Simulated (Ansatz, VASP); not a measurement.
**One calculation of InSb, two programs**

Contents of INCAR:

```
SYSTEM = InSb
PREC = Accurate
ENCUT = 500
EDIFF = 1E-6
ISMEAR = 0
SIGMA = 0.15
LREAL = .False.
LASPH = .True.
NELM = 120
ALGO = Normal
ISIF = 2
LWAVE = .False.
LCHARG = .False.
GGA = CA
NBANDS = 16
GGA_COMPAT = .False.
```

File KPOINTS:

```
regular mesh
0
Gamma
  22 22 22
  0 0 0
```

The input POSCAR:

```
InSb
1.0
   -3.0277337356      3.0277337356      1.5478965000
    3.0277337356     -3.0277337356      1.5478965000
    3.0277337356      3.0277337356     -1.5478965000
In Sb
1 1
Direct
    0.2500000000      0.7500000000      0.5000000000
    0.0000000000      0.0000000000      0.0000000000
```

Input for Ansatz:

```yaml
crystal:
  lattice:
    - [-3.0277337356, 3.0277337356, 1.5478965]
    - [3.0277337356, -3.0277337356, 1.5478965]
    - [3.0277337356, 3.0277337356, -1.5478965]
  atoms:
    - { symbol: In, position: [0.25, 0.75, 0.5] }
    - { symbol: Sb, position: [0.0, 0.0, 0.0] }
basis:
  ecutwfc: 420
kpoints:
  mp_grid: { grid: [22, 22, 22] }
hamiltonian:
  xc: lda
scf:
  occupations: { method: gaussian, width: 0.15 }
output:
  forces: true
  stress: true
  eigenvalues: true
```

Alike in both runs: task single point; functional LDA; k mesh 22 × 22 × 22; occupations gaussian, width 0.15 eV; no spin polarisation.

|  | VASP | Ansatz |
| --- | --- | --- |
| version | VASP 6.6.1 | Ansatz 0.2.0 |
| potentials or method | VASP PAW LDA potentials, release 64 (In_d, Sb), cutoff 500 eV | scalar-relativistic, plane waves, PAW |
| valence electrons in the cell | 18 | 28 |

|  | VASP | Ansatz | Ansatz less VASP |
| --- | --- | --- | --- |
| gap on the k mesh at the Fermi level (eV) | none | none | - |
| pressure (GPa) | -4.0 | -4.0 | -0.02 |
| traceless stress, the component that is largest in VASP (GPa) | 2.24 | 2.19 | -0.049 |

LDA's correlation is that of Perdew and Zunger in VASP and of Perdew and Wang (1992) in Ansatz. A gap of «none» marks a metal or a gap that the smearing closes. VASP's potentials hold 18 valence electrons a cell and Ansatz's 28, so a difference there can come from the potentials and not from the codes.

Spin-orbit coupling is off throughout.
